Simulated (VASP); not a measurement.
# Na (Fm-3m) in VASP: notebook

The runs below take Na through single point, with PBEsol.

Everything below comes from runs of VASP 6.6.1. Logs are shortened: lines on timing, memory, paths and dates and some standing lists are left out, and cuts for length are marked.

## (1) The cell of the first run

Symmetry: Fm-3m, No. 225, cubic system. The conventional cell has a = 5.040 Å, b = 5.040 Å, c = 5.040 Å, α = 90.00°, β = 90.00°, γ = 90.00°. Within 4.7 Å of Na (site symmetry m-3m) lie 12 Na at 3.56 Å.

## (2) Single point, PBEsol (volume scaled by 0.88)

The input, INCAR:

```
PREC = Accurate
ENCUT = 520
EDIFF = 1E-7
ISMEAR = -1
SIGMA = 0.1
LREAL = False
LASPH = True
NELM = 60
ALGO = Normal
ISIF = 2
LWAVE = False
LCHARG = False
GGA = PS
NBANDS = 10
```

The input, KPOINTS:

```
regular mesh
0
Gamma
  12 12 12
```

The input, POSCAR:

```
Na
1.0
    0.0000000000      2.5198473805      2.5198473805
    2.5198473805      0.0000000000      2.5198473805
    2.5198473805      2.5198473805      0.0000000000
Na
1
Direct
    0.0000000000      0.0000000000      0.0000000000
```

Potentials or basis: VASP PAW PBE potentials, release 64 (Na_pv).

Run with:

```
$ cat potpaw_PBE.64/Na_pv/POTCAR > POTCAR
$ mpirun -np 1 vasp_std > vasp.out
```

OUTCAR:

```text
PREC = Accurate
   ENCUT = 520
   EDIFF = 1E-7
   ISMEAR = -1
   LREAL = False
   LASPH = True
   NELM = 60
   ISIF = 2
   GGA = PS

 ion  position               nearest neighbor table
   1  0.000  0.000  0.000-

  LATTYP: Found a face centered cubic cell.
 ALAT       =     5.0396947610

  Lattice vectors:

 A1 = (   0.0000000000,   2.5198473805,   2.5198473805)
 A2 = (   2.5198473805,   0.0000000000,   2.5198473805)
 A3 = (   2.5198473805,   2.5198473805,   0.0000000000)

Analysis of symmetry for initial positions (statically):
=====================================================================
 Subroutine PRICEL returns:
 Original cell was already a primitive cell.

 Routine SETGRP: Setting up the symmetry group for a
 face centered cubic supercell.

 Subroutine GETGRP returns: Found 48 space group operations
 (whereof 48 operations were pure point group operations)
 out of a pool of 48 trial point group operations.

The static configuration has the point symmetry O_h .

Analysis of symmetry for dynamics (positions and initial velocities):
=====================================================================
 Subroutine PRICEL returns:
 Original cell was already a primitive cell.

 Routine SETGRP: Setting up the symmetry group for a
 face centered cubic supercell.

 Subroutine GETGRP returns: Found 48 space group operations
 (whereof 48 operations were pure point group operations)
 out of a pool of 48 trial point group operations.

The dynamic configuration has the point symmetry O_h .

 Subroutine INISYM returns: Found 48 space group operations
 (whereof 48 operations are pure point group operations),
 and found     1 'primitive' translations

----------------------------------------------------------------------------------------

                                     Primitive cell

  volume of cell :      32.0002

  direct lattice vectors                    reciprocal lattice vectors
     0.000000000  2.519847380  2.519847380    -0.198424716  0.198424716  0.198424716
     2.519847380  0.000000000  2.519847380     0.198424716 -0.198424716  0.198424716
     2.519847380  2.519847380  0.000000000     0.198424716  0.198424716 -0.198424716

  length of vectors
     3.563602341  3.563602341  3.563602341     0.343681689  0.343681689  0.343681689

  position of ions in fractional coordinates (direct lattice)
     0.000000000  0.000000000  0.000000000

[... 77 lines left out ...]
   EDIFFG = 0.1E-05   stopping-criterion for IOM
   NSW    =      0    number of steps for IOM
   IBRION =     -1    ionic relax: 0-MD 1-quasi-New 2-CG
   NFREE  =      0    steps in history (QN), initial steepest desc. (CG)
   ISIF   =      2    stress and relaxation
   ISYM   =      2    0-nonsym 1-usesym 2-fastsym
   POTIM  = 0.5000    time-step for ionic-motion
   TEBEG  =    0.0;   TEEND  =   0.0 temperature during run
   PSTRESS=    0.0 pullay stress
   NELECT =       7.0000    total number of electrons
   NUPDOWN=      -1.0000    fix difference up-down
   EMIN   =  10.00;   EMAX   =-10.00  energy-range for DOS
   EFERMI =   0.00;   METHOD = LEGACY
   ISMEAR =    -1;   SIGMA  =   0.10  broadening in eV -4-tet -1-fermi 0-gaus
   EFERMI_NEDOS =   21; number of points for ismear=-14 and -15
   IALGO  =     38    algorithm
   IMIX   =      4    mixing-type and parameters
     AMIX     =   0.40;   BMIX     =  1.00
     AMIX_MAG =   1.60;   BMIX_MAG =  1.00
  volume/ion in A,a.u.               =      32.00       215.95
  Fermi-wavevector in a.u.,A,eV,Ry     =   0.986408  1.864041 13.238480  0.973001
  Thomas-Fermi vector in A             =   2.117787
   LORBIT       =      0    0 simple, 1 ext, 2 COOP (PROOUT), +10 PAW based schemes
   GGA     = PS    functional components
   LHFCALC =     F    Hartree Fock is set to
   AEXX    =    0.0000 exact exchange contribution
   IVDW    =     0    specifies the selected vdW correction
   LEPSILON=     F    determine dielectric tensor
   LRPA    =     F    only Hartree local field effects (RPA)
 non-spin polarized calculation
  energy-cutoff  :      520.00
  volume of cell :       32.00
 maximum number of plane-waves:       883
   NGX = 13   NGY = 13   NGZ = 13

 number of electron       6.9999992 magnetization

 Free energy of the ion-electron system (eV)
  ---------------------------------------------------
  ext. energy  EPLUGINS =         0.00000000
  ---------------------------------------------------
  free energy    TOTEN  =        -1.39270358 eV

  energy without entropy =       -1.37909716  energy(sigma->0) =       -1.38590037

 E-fermi :   0.7305     XC(G=0):  -6.9032

 val. band max:        0.6103877225   @ k =   0.5000   0.2500   0.0833
 cond. band min:       0.7581699674   @ k =  -0.4167   0.0833   0.0000
 fundamental gap:      0.1477822449
 Fermi energy:         0.7305399694

 k-point     1 :       0.0000    0.0000    0.0000
  band No.  band energies     occupation
      1     -23.9226      2.00000
      2     -23.9226      2.00000
      3     -23.9226      2.00000
      4      -2.8472      2.00000
      5      12.7709      0.00000
      6      12.7709      0.00000
      7      12.7709      0.00000
      8      13.9817      0.00000
      9      14.8176      0.00000
     10      14.8176      0.00000
[... 287 lines left out ...]
 k-point    24 :      -0.4167    0.1667    0.0000
  band No.  band energies     occupation
      1     -23.9768      2.00000
      2     -23.9413      2.00000
      3     -23.9328      2.00000
      4       1.4652      0.00129
      5       2.5819      0.00000
      6       8.0681      0.00000
      7      10.6167      0.00000
      8      11.7205      0.00000
      9      15.1059      0.00000
     10      16.1960      0.00000

 [... further k-points ...]

------------------------ aborting loop because EDIFF is reached ----------------------------------------

  FORCE on cell =-STRESS in cart. coord.  units (eV):
  Direction    XX          YY          ZZ          XY          YZ          ZX
  --------------------------------------------------------------------------------------
  -------------------------------------------------------------------------------------
  Total        0.2562695      0.2562695      0.2562695     -0.0000000      0.0000000     -0.0000000
  in kB       12.8308319     12.8308319     12.8308319     -0.0000000      0.0000000     -0.0000000
  external PRESSURE =      12.8308319 kB  Pullay stress =       0.0000000 kB

 VOLUME and BASIS-vectors are now :
 -----------------------------------------------------------------------------
  energy-cutoff  :      520.00
  volume of cell :       32.00
      direct lattice vectors                 reciprocal lattice vectors
     0.000000000  2.519847380  2.519847380    -0.198424716  0.198424716  0.198424716
     2.519847380  0.000000000  2.519847380     0.198424716 -0.198424716  0.198424716
     2.519847380  2.519847380  0.000000000     0.198424716  0.198424716 -0.198424716

 POSITION                                       TOTAL-FORCE (eV/Angst)
 -----------------------------------------------------------------------------------
      0.00000      0.00000      0.00000        -0.000000      0.000000     -0.000000
 -----------------------------------------------------------------------------------
    total drift:                               -0.000000     -0.000000     -0.000000

  FREE ENERGIE OF THE ION-ELECTRON SYSTEM (eV)
  ---------------------------------------------------
  free  energy   TOTEN  =        -1.3927035803 eV

  energy  without entropy=       -1.3790971601  energy(sigma->0) =       -1.38590037
```

Wall time 12 s (1 thread of Intel Xeon Platinum 8259CL at 2.50GHz (Skylake/Cascade Lake), shared host); peak memory 0.15 GiB.

Results:

```
Free energy : -1.3927 eV
Pressure    : 1.3 GPa
```

Caveat: the PAW data sets were made with another functional, which shifts forces and pressure a little.

## (3) Single point, PBEsol (volume scaled by 0.92)

Edit INCAR of step 2 so:

```diff
@@ -2,3 +2,3 @@
 ENCUT = 520
-EDIFF = 1E-7
+EDIFF = 1E-6
 ISMEAR = -1
@@ -7,3 +7,3 @@
 LASPH = True
-NELM = 60
+NELM = 80
 ALGO = Normal
```

KPOINTS is that of step 2.

The input, POSCAR:

```
Na
1.0
    0.0000000000      2.5574625885      2.5574625885
    2.5574625885      0.0000000000      2.5574625885
    2.5574625885      2.5574625885      0.0000000000
Na
1
Direct
    0.0000000000      0.0000000000      0.0000000000
```

Potentials or basis: VASP PAW PBE potentials, release 64 (Na_pv).

Run with:

```
$ cat potpaw_PBE.64/Na_pv/POTCAR > POTCAR
$ mpirun -np 1 vasp_std > vasp.out
```

It took 11 s on 1 thread of Intel Xeon Platinum 8259CL at 2.50GHz (Skylake/Cascade Lake), shared host; peak memory 0.15 GiB.

The run converged. Its results:

| Quantity | Value |
| --- | --- |
| Free energy | -1.4020 eV |
| Pressure | 0.7 GPa |

Levels at points of the mesh, in eV from the Fermi level:
| k point | band 1 | band 2 | band 3 | band 4 | band 5 | band 6 | band 7 | band 8 |
| --- | --- | --- | --- | --- | --- | --- | --- | --- |
| (0.00, 0.00, 0.00) | -24.68 | -24.68 | -24.68 | -3.48 | 11.75 | 11.75 | 11.75 | 12.93 |
| (0.50, 0.00, 0.00) | -24.73 | -24.69 | -24.69 | 0.58 | 1.10 | 10.72 | 10.72 | 11.88 |
| (0.50, 0.50, 0.00) | -24.73 | -24.70 | -24.70 | 1.90 | 2.48 | 6.58 | 7.69 | 7.69 |

Caveat: the PAW data sets were made with another functional, which shifts forces and pressure a little.

## (4) Single point, PBEsol (volume scaled by 0.96)

The input, INCAR:

```
PREC = Accurate
ENCUT = 520
EDIFF = 1E-6
ISMEAR = -1
SIGMA = 0.1
LREAL = F
LASPH = T
NELM = 100
ALGO = Normal
ISIF = 2
LWAVE = F
LCHARG = T
GGA = PS
LELF = T
LVHAR = T
NBANDS = 10
```

KPOINTS is that of step 3.

The input, POSCAR:

```
Na
1.0
    0.0000000000      2.5940027051      2.5940027051
    2.5940027051      0.0000000000      2.5940027051
    2.5940027051      2.5940027051      0.0000000000
Na
1
Direct
    0.0000000000      0.0000000000      0.0000000000
```

Potentials or basis: VASP PAW PBE potentials, release 64 (Na_pv).

Run with:

```
$ cat potpaw_PBE.64/Na_pv/POTCAR > POTCAR
$ mpirun -np 1 vasp_std > vasp.out
```

OUTCAR:

```text
PREC = Accurate
   ENCUT = 520
   EDIFF = 1E-6
   ISMEAR = -1
   LREAL = F
   LASPH = T
   NELM = 100
   ISIF = 2
   GGA = PS

 ion  position               nearest neighbor table
   1  0.000  0.000  0.000-

  LATTYP: Found a face centered cubic cell.
 ALAT       =     5.1880054102

  Lattice vectors:

 A1 = (   0.0000000000,   2.5940027051,   2.5940027051)
 A2 = (   2.5940027051,   0.0000000000,   2.5940027051)
 A3 = (   2.5940027051,   2.5940027051,   0.0000000000)

Analysis of symmetry for initial positions (statically):
=====================================================================
 Subroutine PRICEL returns:
 Original cell was already a primitive cell.

 Routine SETGRP: Setting up the symmetry group for a
 face centered cubic supercell.

 Subroutine GETGRP returns: Found 48 space group operations
 (whereof 48 operations were pure point group operations)
 out of a pool of 48 trial point group operations.

The static configuration has the point symmetry O_h .

Analysis of symmetry for dynamics (positions and initial velocities):
=====================================================================
 Subroutine PRICEL returns:
[... 162 lines left out ...]
  band No.  band energies     occupation
      1     -24.2548      2.00000
      2     -24.2548      2.00000
      3     -24.2548      2.00000
      4      -2.9272      2.00000
      5      11.9427      0.00000
      6      11.9427      0.00000
      7      11.9427      0.00000
      8      13.0802      0.00000
      9      13.7086      0.00000
     10      13.7086      0.00000
[... 287 lines left out ...]
 k-point    24 :      -0.4167    0.1667    0.0000
  band No.  band energies     occupation
      1     -24.2947      2.00000
      2     -24.2687      2.00000
      3     -24.2625      2.00000
      4       1.1605      0.00175
      5       2.1917      0.00000
      6       7.4297      0.00000
      7       9.8208      0.00000
      8      10.7952      0.00000
      9      14.0498      0.00000
     10      15.1137      0.00000

 [... further k-points ...]

------------------------ aborting loop because EDIFF is reached ----------------------------------------

  FORCE on cell =-STRESS in cart. coord.  units (eV):
  Direction    XX          YY          ZZ          XY          YZ          ZX
  --------------------------------------------------------------------------------------
  -------------------------------------------------------------------------------------
  Total        0.0702696      0.0702696      0.0702696      0.0000000      0.0000000     -0.0000000
  in kB        3.2250537      3.2250537      3.2250537      0.0000000      0.0000000     -0.0000000
  external PRESSURE =       3.2250537 kB  Pullay stress =       0.0000000 kB

 VOLUME and BASIS-vectors are now :
 -----------------------------------------------------------------------------
  energy-cutoff  :      520.00
  volume of cell :       34.91
      direct lattice vectors                 reciprocal lattice vectors
     0.000000000  2.594002705  2.594002705    -0.192752305  0.192752305  0.192752305
     2.594002705  0.000000000  2.594002705     0.192752305 -0.192752305  0.192752305
     2.594002705  2.594002705  0.000000000     0.192752305  0.192752305 -0.192752305

 POSITION                                       TOTAL-FORCE (eV/Angst)
 -----------------------------------------------------------------------------------
      0.00000      0.00000      0.00000         0.000000     -0.000000      0.000000
 -----------------------------------------------------------------------------------
    total drift:                               -0.000000     -0.000000     -0.000000

  FREE ENERGIE OF THE ION-ELECTRON SYSTEM (eV)
  ---------------------------------------------------
  free  energy   TOTEN  =        -1.4071398805 eV

  energy  without entropy=       -1.3928374847  energy(sigma->0) =       -1.39998868
```

stdout:

```text
POSCAR found type information on POSCAR Na
 POSCAR found :  1 types and       1 ions
 scaLAPACK will be used
 -----------------------------------------------------------------------------
|                                                                             |
|                                                                             |
|     You enforced a specific xc type in the INCAR file but a different       |
|     I HOPE YOU KNOW WHAT YOU ARE DOING!                                     |
|                                                                             |
 -----------------------------------------------------------------------------

 LDA part: xc-table for (Slater+PW92), standard interpolation
 POSCAR, INCAR and KPOINTS ok, starting setup
 FFT: planning ... GRIDC
 FFT: planning ... GRID_SOFT
 FFT: planning ... GRID
 WAVECAR not read
 entering main loop
```

It took 13 s on 1 thread of Intel Xeon Platinum 8259CL at 2.50GHz (Skylake/Cascade Lake), shared host; peak memory 0.15 GiB.

What came out:

| Item | Value |
| --- | --- |
| Free energy | -1.4071 eV |
| Pressure | 0.3 GPa |

Caveat: the PAW data sets were made with another functional, which shifts forces and pressure a little.

[end of part 1 of 2]
